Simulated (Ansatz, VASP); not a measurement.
Two plane-wave programs on SiC4

```
CELL_PARAMETERS angstrom
-2.06946 2.06946 3.68582
2.06946 -2.06946 3.68582
2.06946 2.06946 -3.68582
ATOMIC_POSITIONS crystal
Si 0.82699 0.82699 0.00000
C 0.14995 0.14995 0.64647
C 0.50348 0.50348 0.35353
C 0.14995 0.50348 0.00000
C 0.50348 0.14995 0.00000
```

Alike in both runs: functional PBE; k mesh 6 × 6 × 6; occupations gaussian, width 0.1 eV; no spin polarisation.

Ansatz relaxed the structure, and its values are those at the end. VASP's run is a single point on that final structure, the one shown.

|  | VASP | Ansatz |
| --- | --- | --- |
| version | VASP 6.6.1 | Ansatz 0.2.0 |
| potentials or method | VASP PAW PBE potentials, release 64 (Si, C), cutoff 520 eV | scalar-relativistic, plane waves, PAW |
| valence electrons in the cell | 20 | 20 |

VASP gave:

- gap on the k mesh at the Fermi level (eV): none
- pressure (GPa): 0.2
- rms of the force components (eV/Å): 0.052

Question: Estimate Ansatz's values.

Answer: gap on the k mesh at the Fermi level (eV): none; pressure (GPa): 0.0; rms of the force components (eV/Å): 0.003.

A gap of «none» marks a metal or a gap that the smearing closes.
